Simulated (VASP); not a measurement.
Input of a VASP 6.6.1 run:

File INCAR:

```
ALGO = Normal ; EDIFF = 1E-6
ENCUT = 520 ; GGA = PE
ISIF = 2 ; ISMEAR = 0
LASPH = T ; LCHARG = F
LREAL = F ; LWAVE = F
NBANDS = 50 ; NELM = 100
PREC = Accurate ; SIGMA = 0.1
```

The input KPOINTS:

```
k-points
0
Gamma
  4 4 2
```

File POSCAR:

```
Sn3PbS4
1.0
    4.2005777100      0.0000000000      0.0000000000
    0.0000000000      4.2005777100      0.0000000000
    0.0000000000      0.0000000000     11.8810279400
Sn Pb S
3 1 4
Direct
    0.0000000000      0.0000000000      0.7500000000
    0.5000000000      0.5000000000      0.0000000000
    0.0000000000      0.0000000000      0.2500000000
    0.5000000000      0.5000000000      0.5000000000
    0.0000000000      0.0000000000      0.0000000000
    0.5000000000      0.5000000000      0.2500000000
    0.0000000000      0.0000000000      0.5000000000
    0.5000000000      0.5000000000      0.7500000000
```

Potentials or basis: VASP PAW PBE potentials, release 64 (Sn_d, Pb_d, S).

Command:

```bash
$ cat potpaw_PBE.64/Sn_d/POTCAR potpaw_PBE.64/Pb_d/POTCAR potpaw_PBE.64/S/POTCAR > POTCAR
$ mpirun -np 1 vasp_std > vasp.out
```

Q: Estimate the pressure.

A: -1.6 GPa.

Q: Estimate the largest force.

A: 0.209 eV/Å.

Stress tensor (GPa, compression positive):
```
-1.56  0.00  0.00
 0.00 -1.56  0.00
 0.00  0.00 -1.67
```

Caveat: the k points lie up to 0.37 Å⁻¹ apart.
